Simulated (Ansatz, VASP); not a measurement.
One calculation of Ge3Pt, two programs

```xyz
4
Lattice="0.0000 3.2836 3.2836 3.2836 0.0000 3.2836 3.2836 3.2836 0.0000" Properties=species:S:1:pos:R:3 pbc="T T T"
Ge    1.6418    1.6418    1.6418
Ge    4.9254    4.9254    4.9254
Ge    3.2836    3.2836    3.2836
Pt    0.0000    0.0000    0.0000
```

Change from the starting cell: species swapped into the Tc3Ge type (Fm-3m, No. 225).

Alike in both runs: functional PBE; k mesh 12 × 12 × 12; occupations gaussian, width 0.1 eV; no spin polarisation.

Ansatz relaxed the structure, and its values are those at the end. VASP's run is a single point on that final structure, the one shown.

```csv
,VASP,Ansatz
version,VASP 6.6.1,Ansatz 0.2.0
potentials or method,"VASP PAW PBE potentials, release 64 (Ge_d, Pt), cutoff 520 eV","scalar-relativistic, plane waves, PAW"
valence electrons in the cell,52,60
```

```csv
,VASP,Ansatz,Ansatz less VASP
gap on the k mesh at the Fermi level (eV),none,none,-
pressure (GPa),0.0,0.0,+0.01
```

A gap of «none» marks a metal or a gap that the smearing closes. With one functional, cell and mesh, what is left measures potentials, basis and numerics. VASP's potentials hold 52 valence electrons a cell and Ansatz's 60, so a difference there can come from the potentials and not from the codes.

Spin-orbit coupling is off throughout.
